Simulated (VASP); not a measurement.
# CoSn (R-3m) in VASP: notebook

Runs on CoSn. Level: PBE. Tasks: single point.

Everything below comes from runs of VASP 6.6.1. Logs are shortened: lines on timing, memory, paths and dates and some standing lists are left out, and cuts for length are marked.

## Step 1: The cell of the first run

The structure is trigonal, space group R-3m (No. 166). Conventional cell: a = 3.147 Å, b = 3.147 Å, c = 11.554 Å, α = 90.00°, β = 90.00°, γ = 120.00°. Co (site symmetry -3m) has 6 Sn at 2.65 Å and 6 Co at 3.15 Å within 3.5 Å. Sn (site symmetry -3m) has 6 Co at 2.65 Å and 6 Sn at 3.15 Å within 3.5 Å.

## Step 2: Single point, PBE

INCAR

```
  ALGO = Fast
  EDIFF = 1E-6
  ENCUT = 520
  GGA = PE
  ISIF = 2
  ISMEAR = 0
  LASPH = True
  LCHARG = True
  LELF = True
  LREAL = False
  LVHAR = True
  LWAVE = False
  NBANDS = 18
  NELM = 60
  PREC = Accurate
  SIGMA = 0.1
```

KPOINTS

```
k-points
0
Gamma
  18 18 18
```

POSCAR

```
CoSn
1.0
   -1.4818657874     -1.4818657874     -3.7072456242
   -1.4818657874     -3.7072456242     -1.4818657874
   -3.7072456242     -1.4818657874     -1.4818657874
Co Sn
1 1
Direct
    0.0000000000      0.0000000000      0.0000000000
    0.5000000000      0.5000000000      0.5000000000
```

Potentials or basis: VASP PAW PBE potentials, release 64 (Co, Sn_d).

Run with:

```console
cat potpaw_PBE.64/Co/POTCAR potpaw_PBE.64/Sn_d/POTCAR > POTCAR
mpirun -np 1 vasp_std > vasp.out
```

OUTCAR:

```text
EDIFF = 1E-6
   ENCUT = 520
   GGA = PE
   ISIF = 2
   ISMEAR = 0
   LASPH = True
   LREAL = False
   NELM = 60
   PREC = Accurate

 ion  position               nearest neighbor table
   1  0.000  0.000  0.000-   2 2.65   2 2.65   2 2.65   2 2.65   2 2.65   2 2.65
   2  0.500  0.500  0.500-   1 2.65   1 2.65   1 2.65   1 2.65   1 2.65   1 2.65

  LATTYP: Found a trigonal (rhomboedric) cell.
 ALAT       =     4.2585822220
 COS(alpha) =     0.7269273380

  Lattice vectors:

 A1 = (  -1.4818657874,  -1.4818657874,  -3.7072456242)
 A2 = (  -1.4818657874,  -3.7072456242,  -1.4818657874)
 A3 = (  -3.7072456242,  -1.4818657874,  -1.4818657874)

Analysis of symmetry for initial positions (statically):
=====================================================================
 Subroutine PRICEL returns:
 Original cell was already a primitive cell.

 Routine SETGRP: Setting up the symmetry group for a
 trigonal (rhombohedral) supercell.

 Subroutine GETGRP returns: Found 12 space group operations
 (whereof 12 operations were pure point group operations)
 out of a pool of 12 trial point group operations.

The static configuration has the point symmetry D_3d.

Analysis of symmetry for dynamics (positions and initial velocities):
=====================================================================
 Subroutine PRICEL returns:
 Original cell was already a primitive cell.

 Routine SETGRP: Setting up the symmetry group for a
 trigonal (rhombohedral) supercell.

 Subroutine GETGRP returns: Found 12 space group operations
 (whereof 12 operations were pure point group operations)
 out of a pool of 12 trial point group operations.

The dynamic configuration has the point symmetry D_3d.

 Subroutine INISYM returns: Found 12 space group operations
 (whereof 12 operations are pure point group operations),
 and found     1 'primitive' translations

----------------------------------------------------------------------------------------

                                     Primitive cell

  volume of cell :      33.0368

  direct lattice vectors                    reciprocal lattice vectors
    -1.481865787 -1.481865787 -3.707245624     0.099819472  0.099819472 -0.349542019
    -1.481865787 -3.707245624 -1.481865787     0.099819472 -0.349542019  0.099819472
    -3.707245624 -1.481865787 -1.481865787    -0.349542019  0.099819472  0.099819472

  length of vectors
     4.258582222  4.258582222  4.258582222     0.376971453  0.376971453  0.376971453

  position of ions in fractional coordinates (direct lattice)
     0.000000000  0.000000000  0.000000000
     0.500000000  0.500000000  0.500000000

  ion indices of the primitive-cell ions
   primitive index   ion index
                 1           1
                 2           2

----------------------------------------------------------------------------------------

 KPOINTS: k-points

Automatic generation of k-mesh.
 Grid dimensions read from file:
 generate k-points for:   18   18   18

 Generating k-lattice:

  Cartesian coordinates                     Fractional coordinates (reciprocal lattice)
     0.005545526  0.005545526 -0.019419001     0.055555556 -0.000000000 -0.000000000
     0.005545526 -0.019419001  0.005545526    -0.000000000  0.055555556 -0.000000000
    -0.019419001  0.005545526  0.005545526    -0.000000000 -0.000000000  0.055555556

  Length of vectors
     0.020942859  0.020942859  0.020942859

  Shift w.r.t. Gamma in fractional coordinates (k-lattice)
     0.000000000  0.000000000  0.000000000

 Subroutine IBZKPT returns following result:
 ===========================================

 Found    580 irreducible k-points:

 Following reciprocal coordinates:
            Coordinates               Weight
  0.000000  0.000000  0.000000      1.000000
  0.055556 -0.000000 -0.000000      6.000000
  0.111111 -0.000000 -0.000000      6.000000
  0.166667 -0.000000 -0.000000      6.000000
  0.222222 -0.000000 -0.000000      6.000000
  0.277778 -0.000000 -0.000000      6.000000
[... 16 lines left out ...]
 -0.277778  0.055556  0.000000     12.000000
 -0.222222  0.055556  0.000000     12.000000
 [... further k-points ...]
   k-points           NKPTS =    580   k-points in BZ     NKDIM =    580   number of bands    NBANDS=     18
   number of dos      NEDOS =    301   number of ions     NIONS =      2
   total plane-waves  NPLWV =  32768
   dimension x,y,z NGX =    32 NGY =   32 NGZ =   32
   dimension x,y,z NGXF=    64 NGYF=   64 NGZF=   64
   ions per type =               1   1
   NGX,Y,Z   is equivalent  to a cutoff of  12.49, 12.49, 12.49 a.u.
   NGXF,Y,Z  is equivalent  to a cutoff of  24.98, 24.98, 24.98 a.u.
 SYSTEM =  unknown system
   PREC   = accura    normal or accurate (medium, high low for compatibility)
   ISTART =      0    job   : 0-new  1-cont  2-samecut
   ICHARG =      2    charge: 1-file 2-atom 10-const
   ISPIN  =      1    spin polarized calculation?
   LNONCOLLINEAR =      F non collinear calculations
   LSORBIT =      F    spin-orbit coupling
   LASPH  =      T    aspherical Exc in radial PAW
   ENCUT  =  520.0 eV  38.22 Ry    6.18 a.u.   7.92  7.92  7.92*2*pi/ulx,y,z
   NELM   =     60;   NELMIN=  2; NELMDL= -5     # of ELM steps
   EDIFF  = 0.1E-05   stopping-criterion for ELM
   LREAL  =      F    real-space projection
   EDIFFG = 0.1E-04   stopping-criterion for IOM
   NSW    =      0    number of steps for IOM
   IBRION =     -1    ionic relax: 0-MD 1-quasi-New 2-CG
   NFREE  =      0    steps in history (QN), initial steepest desc. (CG)
   ISIF   =      2    stress and relaxation
   ISYM   =      2    0-nonsym 1-usesym 2-fastsym
   POTIM  = 0.5000    time-step for ionic-motion
   TEBEG  =    0.0;   TEEND  =   0.0 temperature during run
   PSTRESS=    0.0 pullay stress
   NELECT =      23.0000    total number of electrons
   NUPDOWN=      -1.0000    fix difference up-down
   EMIN   =  10.00;   EMAX   =-10.00  energy-range for DOS
   EFERMI =   0.00;   METHOD = LEGACY
   ISMEAR =     0;   SIGMA  =   0.10  broadening in eV -4-tet -1-fermi 0-gaus
   EFERMI_NEDOS =   21; number of points for ismear=-14 and -15
   IALGO  =     68    algorithm
   IMIX   =      4    mixing-type and parameters
     AMIX     =   0.40;   BMIX     =  1.00
     AMIX_MAG =   1.60;   BMIX_MAG =  1.00
  volume/ion in A,a.u.               =      16.52       111.47
  Fermi-wavevector in a.u.,A,eV,Ry     =   1.450947  2.741892 28.643624  2.105247
  Thomas-Fermi vector in A             =   2.568501
   LORBIT       =      0    0 simple, 1 ext, 2 COOP (PROOUT), +10 PAW based schemes
   GGA     = PE    functional components
   LHFCALC =     F    Hartree Fock is set to
   AEXX    =    0.0000 exact exchange contribution
   IVDW    =     0    specifies the selected vdW correction
   LEPSILON=     F    determine dielectric tensor
   LRPA    =     F    only Hartree local field effects (RPA)
 non-spin polarized calculation
 RMM-DIIS sequential band-by-band and
 Gauss-broadening in eV      SIGMA  =   0.10
  energy-cutoff  :      520.00
  volume of cell :       33.04
 maximum number of plane-waves:       903
   NGX = 15   NGY = 15   NGZ = 15

 number of electron      23.0000008 magnetization

 Free energy of the ion-electron system (eV)
  ---------------------------------------------------
  ext. energy  EPLUGINS =         0.00000000
  ---------------------------------------------------
  free energy    TOTEN  =       -10.38313400 eV

  energy without entropy =      -10.37506769  energy(sigma->0) =      -10.37910085

 E-fermi :  10.2842     XC(G=0): -12.0241

 val. band max:       10.2805751226   @ k =  -0.3333  -0.4444   0.1111
 cond. band min:      10.2845525433   @ k =  -0.3333   0.2778   0.1667
 fundamental gap:      0.0039774208
 Fermi energy:        10.2842111219

 k-point     1 :       0.0000    0.0000    0.0000
  band No.  band energies     occupation
      1     -11.2040      2.00000
      2     -11.2040      2.00000
      3     -11.1151      2.00000
      4     -10.9655      2.00000
      5     -10.9655      2.00000
      6      -1.4449      2.00000
[... 10 lines left out ...]
     17      23.6283      0.00000
     18      24.2224      0.00000

 k-point     2 :       0.0556   -0.0000   -0.0000
  band No.  band energies     occupation
      1     -11.2056      2.00000
      2     -11.1961      2.00000
      3     -11.1096      2.00000
      4     -10.9696      2.00000
      5     -10.9663      2.00000
      6      -1.3756      2.00000
[... 10 lines left out ...]
     17      23.3158      0.00000
     18      24.3633      0.00000

 k-point     3 :       0.1111   -0.0000   -0.0000
  band No.  band energies     occupation
      1     -11.2113      2.00000
      2     -11.1732      2.00000
      3     -11.0927      2.00000
      4     -10.9815      2.00000
      5     -10.9686      2.00000
      6      -1.1675      2.00000
[... 10 lines left out ...]
     17      22.3010      0.00000
     18      23.5760      0.00000

 k-point     4 :       0.1667   -0.0000   -0.0000
  band No.  band energies     occupation
      1     -11.2219      2.00000
      2     -11.1380      2.00000
      3     -11.0652      2.00000
      4     -10.9996      2.00000
      5     -10.9721      2.00000
      6      -0.8201      2.00000
[... 375 lines left out ...]
      4     -10.9776      2.00000
      5     -10.9355      2.00000
      6       1.4812      2.00000
[... 10 lines left out ...]
     17      19.4635      0.00000
     18      20.0661      0.00000

 k-point    23 :      -0.2778    0.0556    0.0000
  band No.  band energies     occupation
      1     -11.2541      2.00000
      2     -11.0567      2.00000
      3     -11.0385      2.00000
      4     -10.9856      2.00000
      5     -10.9647      2.00000
      6       0.6626      2.00000
[... 10 lines left out ...]
     17      19.9067      0.00000
     18      20.3364      0.00000

 k-point    24 :      -0.2222    0.0556    0.0000
  band No.  band energies     occupation
      1     -11.2389      2.00000
      2     -11.0807      2.00000
      3     -11.0345      2.00000
      4     -11.0046      2.00000
      5     -10.9794      2.00000
      6      -0.0226      2.00000
[... 10 lines left out ...]
     17      20.3234      0.00000
     18      20.7708      0.00000

 [... further k-points ...]

------------------------ aborting loop because EDIFF is reached ----------------------------------------

  FORCE on cell =-STRESS in cart. coord.  units (eV):
  Direction    XX          YY          ZZ          XY          YZ          ZX
  --------------------------------------------------------------------------------------
  -------------------------------------------------------------------------------------
  Total        0.0073135      0.0073135      0.0073135     -0.0149186     -0.0149186     -0.0149186
  in kB        0.3546827      0.3546827      0.3546827     -0.7235027     -0.7235027     -0.7235027
  external PRESSURE =       0.3546827 kB  Pullay stress =       0.0000000 kB

 VOLUME and BASIS-vectors are now :
 -----------------------------------------------------------------------------
  energy-cutoff  :      520.00
  volume of cell :       33.04
      direct lattice vectors                 reciprocal lattice vectors
    -1.481865787 -1.481865787 -3.707245624     0.099819472  0.099819472 -0.349542019
    -1.481865787 -3.707245624 -1.481865787     0.099819472 -0.349542019  0.099819472
    -3.707245624 -1.481865787 -1.481865787    -0.349542019  0.099819472  0.099819472

 POSITION                                       TOTAL-FORCE (eV/Angst)
 -----------------------------------------------------------------------------------
      0.00000      0.00000      0.00000         0.000000     -0.000000      0.000000
     -3.33549     -3.33549     -3.33549        -0.000000      0.000000     -0.000000
 -----------------------------------------------------------------------------------
    total drift:                                0.000000     -0.000000      0.000000

  FREE ENERGIE OF THE ION-ELECTRON SYSTEM (eV)
  ---------------------------------------------------
  free  energy   TOTEN  =       -10.3831339987 eV

  energy  without entropy=      -10.3750676923  energy(sigma->0) =      -10.37910085
```

It took 7.4 min on 1 thread of Intel Xeon 8259CL, shared host; peak memory 0.48 GiB.

What came out:

```yaml
Free_energy: -10.3831 eV
Pressure: 0.0 GPa
Band_gap_on_the_k_mesh: zero (an odd number of electrons rules out a gap without spin polarisation)
```

Stress tensor (GPa, compression positive):
```
 0.04 -0.07 -0.07
-0.07  0.04 -0.07
-0.07 -0.07  0.04
```

Caveat: spin-orbit coupling is left out, which moves the levels of the heavy elements; the run has no spin polarisation, though such a crystal can be magnetic.

(Continued in part 2 of 2.)
